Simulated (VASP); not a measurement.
Here is a VASP 6.6.1 calculation.

The input INCAR:

```
PREC = Accurate
ENCUT = 750
EDIFF = 1E-6
ISMEAR = 0
SIGMA = 0.02
LREAL = F
LASPH = T
NELM = 120
ALGO = Normal
ISIF = 2
LWAVE = F
LCHARG = F
GGA = PS
NBANDS = 12
GGA_COMPAT = F
```

The input KPOINTS:

```
regular mesh
0
Gamma
  8 8 8
```

POSCAR

```
LiBr
1.0
    0.0000000000      2.9935997908      2.9935997908
    2.9935997908      0.0000000000      2.9935997908
    2.9935997908      2.9935997908      0.0000000000
Li Br
1 1
Direct
    0.0000000000      0.0000000000      0.0000000000
    0.5000000000      0.5000000000      0.5000000000
```

Potentials or basis: VASP PAW PBE potentials, release 64 (Li_sv, Br).

The run is started by

```sh
$ cat potpaw_PBE.64/Li_sv/POTCAR potpaw_PBE.64/Br/POTCAR > POTCAR
$ mpirun -np 1 vasp_std > vasp.out
```

**Question.** What does it give for the band gap on the k mesh?

**Answer.** 3.91 eV, direct.

**Question.** Predict the pressure.

**Answer.** -4.5 GPa.

Caveat: the cell differs from its parent crystal (Rb replaced by Li, lengths x 0.838, strained); the PAW data sets were made with another functional, which shifts forces and pressure a little. A k mesh can miss the band edges.
